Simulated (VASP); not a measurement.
CoO: single point with PBE

The system is CoO.

```
Co O
1.0
     0.00000    2.34364    2.34364
     2.34364    0.00000    2.34364
     2.34364    2.34364    0.00000
Co O
1 1
Cartesian
  0.0000 0.0000 0.0000
  1.1718 1.1718 1.1718
```

| Property | Result |
| --- | --- |
| Program | VASP 6.6.1 |
| Task | single point |
| Functional | PBE |
| Potentials or basis | VASP PAW PBE potentials, release 64 (Co_sv, O_h) |
| Cutoff | 1340 eV |
| k mesh | 10 × 10 × 10 |
| Occupations | gaussian, width 0.02 eV |
| Spin | collinear spin, ferromagnetic start |
| Starting moments | [2.0, 0.0] μB |
| Dipole correction | no |
| Further INCAR settings | ALGO = Normal; EDIFF = 1e-06; NBANDS = 22 |

```
Pressure                                              : -12.5 GPa
Band gap on the k mesh                                : zero (filled and empty bands overlap)
Net moment                                            : 2.99 μB per cell
Site moments                                          : Co +2.49; O +0.25 μB
Valence electrons inside the program's atomic spheres : Co 14.87; O 3.32
```

Levels at points of the mesh, in eV from the Fermi level:
Spin up:
```tsv
k point	band 11	band 12	band 13	band 14	band 15	band 16
(0.00, 0.00, 0.00)	-0.01	0.04	0.04	0.04	13.31	13.31
(0.50, 0.00, 0.00)	-2.10	-0.66	-0.66	5.20	6.55	12.82
(0.50, 0.50, 0.00)	-1.81	-1.81	-1.51	4.89	8.86	10.62
```
Spin down:
| k point | band 8 | band 9 | band 10 | band 11 | band 12 | band 13 |
| --- | --- | --- | --- | --- | --- | --- |
| (0.00, 0.00, 0.00) | -4.11 | -0.35 | -0.35 | 0.57 | 2.54 | 2.54 |
| (0.50, 0.00, 0.00) | -3.95 | -0.14 | -0.14 | 0.51 | 1.78 | 1.78 |
| (0.50, 0.50, 0.00) | -3.76 | -0.30 | -0.04 | 0.10 | 1.14 | 1.14 |

Run time: 91 s on 1 thread of Intel(R) Xeon(R) 6975P-C (Granite Rapids) (shared host), peak memory 0.38 GiB.

Caveat: the cell stands under tension; a cell with one magnetic atom can't hold antiferromagnetic order, which such compounds often take; semilocal functionals often make such compounds metallic where correlation or magnetic order opens a gap, which also shifts bond lengths. With open d or f shells a metallic result of PBE can be an artefact of self-interaction; +U or a hybrid may open a gap.
